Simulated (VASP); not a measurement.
## BN: relaxation of cell and atoms with PBEsol

The system is BN.

```
B N
1.0
     2.54101    0.00000    0.00000
    -1.27051    2.20058    0.00000
     0.00000    0.00000   10.50825
B N
5 5
Cartesian
  0.0000 0.0000 0.0000
  0.0000 1.4671 2.1017
  0.0000 0.0000 4.2033
  1.2705 0.7335 6.3050
  0.0000 1.4671 8.4066
  0.0000 0.0000 1.5762
  0.0000 1.4671 3.6779
  0.0000 0.0000 5.7795
  1.2705 0.7335 7.8812
  0.0000 1.4671 9.9828
```

```
Program                : VASP 6.6.1
Task                   : relaxation of cell and atoms
Functional             : PBEsol
Potentials or basis    : VASP PAW PBE potentials, release 64 (B, N)
Cutoff                 : 600 eV
k mesh                 : 12 × 12 × 3
Occupations            : gaussian, width 0.02 eV
Spin                   : no spin polarisation
Dipole correction      : no
Further INCAR settings : ALGO = Normal; EDIFF = 1e-06; IBRION = 2; EDIFFG = -0.01; NSW = 65; ISIF = 3
```

```yaml
Relaxed_volume: 5.87 Å³/atom
Relaxed_cell: a = 2.547 Å, b = 2.547 Å, c = 10.451 Å, α = 90.00°, β = 90.00°, γ = 120.00°
Space_group_after_relaxing_to_0.05_Å: P3m1 (No. 156)
Energy_gained_by_relaxing: 1.0 meV/atom
Ionic_steps: 10
Pressure_after_relaxing: 0.0 GPa
Largest_force_after_relaxing: 0.004 eV/Å
Band_gap_on_the_k_mesh: 4.82 eV, indirect (least direct gap 6.90 eV)
```

Forces in eV/Å, atoms in the order of the input:
```
B    0.000  0.000 -0.001
B    0.000  0.000 -0.002
B    0.000  0.000 -0.003
B    0.000  0.000  0.001
B    0.000  0.000  0.004
N    0.000  0.000  0.000
N    0.000  0.000  0.001
N    0.000  0.000  0.001
N    0.000  0.000 -0.003
N    0.000  0.000  0.002
```

Step by step:
| step | energy change (eV) | largest force (eV/Å) | pressure (GPa) | volume (Å³) |
| --- | --- | --- | --- | --- |
| 1 | 0.0000 | 0.2016 | -0.32 | 58.76 |
| 2 | -0.0054 | 0.1987 | 0.34 | 58.66 |
| 3 | -0.0086 | 0.1132 | 0.05 | 58.70 |
| 4 | -0.0095 | 0.0989 | 0.00 | 58.70 |
| 5 | -0.0095 | 0.0955 | 0.01 | 58.70 |
| 6 | -0.0099 | 0.0437 | -0.04 | 58.71 |
| 7 | -0.0099 | 0.0254 | -0.03 | 58.71 |
| 8 | -0.0099 | 0.0257 | -0.03 | 58.71 |
| 9 | -0.0099 | 0.0352 | 0.01 | 58.70 |
| 10 | -0.0099 | 0.0036 | -0.01 | 58.70 |

Final structure:
```xyz
10
Lattice="2.5468 0.0000 0.0000 -1.2734 2.2056 0.0000 0.0000 0.0000 10.4509" Properties=species:S:1:pos:R:3 pbc="T T T"
B     0.0000    0.0000   10.4423
B     0.0000    1.4704    2.0938
B     0.0000    0.0000    4.1908
B     1.2734    0.7352    6.2727
B     0.0000    1.4704    8.3552
N     0.0000    0.0000    1.5658
N     0.0000    1.4704    3.6673
N     0.0000    0.0000    5.7521
N     1.2734    0.7352    7.8352
N     0.0000    1.4704    9.9175
```

Levels at points of the mesh, in eV from the valence-band top:
```
           k point  band 18  band 19  band 20  band 21  band 22  band 23
(0.00, 0.00, 0.00)    -0.12     0.00     0.00     8.56     8.56     8.72
(0.50, 0.00, 0.00)    -2.44    -2.44    -2.41     4.99     6.21     6.74
```

Run time: 4.2 min on 1 thread of Intel(R) Xeon(R) Platinum 8375C CPU @ 2.90GHz (Ice Lake) (shared host), peak memory 0.22 GiB.

Caveat: the PAW data sets were made with another functional, which shifts forces and pressure a little. A k mesh can miss the band edges.
